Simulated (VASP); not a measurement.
Set up this calculation in VASP 6.6.1, as the native input.

```yaml
Task: single point
Functional: revPBE
Dispersion: D4
Potentials_or_basis: VASP PAW PBE potentials, release 64 (Pb_d, Se)
Cutoff: 500 eV
k_mesh: 7 × 7 × 7
Occupations: gaussian, width 0.01 eV
Spin: no spin polarisation
Dipole_correction: no
Further_INCAR_settings: ALGO = Normal; EDIFF = 1e-06; NBANDS = 17
```

The structure of PbSe lies in POSCAR:

```
PbSe
1.0
    0.0000000000      3.0679903279      3.0679903279
    3.0679903279      0.0000000000      3.0679903279
    3.0679903279      3.0679903279      0.0000000000
Pb Se
1 1
Direct
    0.0000000000      0.0000000000      0.0000000000
    0.5000000000      0.5000000000      0.5000000000
```

One way to write it, as run:

INCAR

```
SYSTEM = PbSe
PREC = Accurate ; ENCUT = 500
EDIFF = 1E-6 ; ISMEAR = 0
SIGMA = 0.01 ; LREAL = .FALSE.
LASPH = .TRUE. ; NELM = 120
ALGO = Normal ; ISIF = 2
LWAVE = .FALSE. ; LCHARG = .FALSE.
GGA = RE ; IVDW = 13
NBANDS = 17 ; GGA_COMPAT = .FALSE.
```

KPOINTS

```
regular mesh
0
G
  7 7 7
  0 0 0
```

Potentials or basis: VASP PAW PBE potentials, release 64 (Pb_d, Se).

The run is started by

```sh
$ cat potpaw_PBE.64/Pb_d/POTCAR potpaw_PBE.64/Se/POTCAR > POTCAR
$ mpirun -np 1 vasp_std > vasp.out
```

Results of the run:

```json
{
 "Pressure": "-0.1 GPa",
 "Dispersion energy per atom": "-0.613 eV"
}
```

Caveat: the PAW data sets were made with another functional, which shifts forces and pressure a little.

It took 17 s on 1 thread of Intel(R) Xeon(R) 6975P-C (Granite Rapids) (shared host), peak memory 0.17 GiB.
